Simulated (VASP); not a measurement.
NaF, 2 atoms in the cell. It takes space group Fm-3m (No. 225, cubic). Conventional cell: a = 4.695 Å, b = 4.695 Å, c = 4.695 Å, α = 90.00°, β = 90.00°, γ = 90.00°. Na (site symmetry m-3m) has 6 F at 2.35 Å within 3.1 Å. Within 3.1 Å of F (site symmetry m-3m) lie 6 Na at 2.35 Å. 

- Program: VASP 6.6.1
- Task: relaxation of cell and atoms
- Functional: PBE
- Potentials or basis: VASP PAW PBE potentials, release 64 (Na_pv, F)
- Cutoff: 600 eV
- k mesh: 8 × 8 × 8
- Occupations: gaussian, width 0.02 eV
- Spin: no spin polarisation
- Dipole correction: no
- Further INCAR settings: ALGO = Normal; EDIFF = 1e-06; IBRION = 2; EDIFFG = -0.01; NSW = 100; ISIF = 3

Potentials or basis: VASP PAW PBE potentials, release 64 (Na_pv, F).

Launch:

```bash
$ cat potpaw_PBE.64/Na_pv/POTCAR potpaw_PBE.64/F/POTCAR > POTCAR
$ mpirun -np 1 vasp_std > vasp.out
```

Hardware: 1 thread of AMD EPYC 9R45 (Zen 5), on a shared host.

Task: How long does it take, and how much memory?

Result: It took 11 s on 1 thread of AMD EPYC 9R45 (Zen 5), with other jobs on the host, peak memory 0.12 GiB. Counts: scf iterations 12, k points 29, ion steps 1.
